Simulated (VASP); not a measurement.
Here is a VASP 6.6.1 calculation.

Contents of INCAR:

```
SYSTEM = Ni
PREC = Accurate
ENCUT = 600
EDIFF = 1E-7
ISMEAR = -1
SIGMA = 0.1
LREAL = .False.
LASPH = .True.
NELM = 60
ALGO = Normal
ISIF = 3
LWAVE = .False.
LCHARG = .False.
GGA = B5
ALDAX = 1.0
AGGAX = 1.0
AGGAC = 1.0
ALDAC = 0.0
IBRION = 2
NSW = 80
EDIFFG = -0.01
```

File KPOINTS:

```
Automatic mesh
0
Gamma
  14 14 14
  0 0 0
```

The input POSCAR:

```
Ni
1.0
    2.2775907947      0.0000000000      0.0000000000
    0.0000000000      2.2775907947      0.0000000000
    0.0000000000      0.0000000000      2.2775907947
Ni
1
Direct
    0.0000000000      0.0000000000      0.0000000000
```

Potentials or basis: VASP PAW PBE potentials, release 64 (Ni).

Command:

```bash
$ cat potpaw_PBE.64/Ni/POTCAR > POTCAR
$ mpirun -np 1 vasp_std > vasp.out
```

Question: Predict the band gap on the k mesh.

Answer: Zero (band 5 reaches 7.97 eV, above the bottom of band 6 at 6.75 eV).

Question: Predict the relaxed cell.

Answer: a = 2.367 Å, b = 2.367 Å, c = 2.367 Å, α = 90.00°, β = 90.00°, γ = 90.00°.

Question: Estimate the relaxed volume.

Answer: 13.27 Å³/atom.

Final structure:
```yaml
crystal:
  lattice:
    - [2.36735, 0.00000, 0.00000]
    - [0.00000, 2.36735, 0.00000]
    - [0.00000, 0.00000, 2.36735]
  atoms:
    - { symbol: Ni, position: [0.00000, 0.00000, 0.00000] }
```

Caveat: the PAW data sets were made with another functional, which shifts forces and pressure a little; the run has no spin polarisation, though such a crystal can be magnetic. Spin polarisation is off, so any magnetic state and its effect on volume and gap are missing.
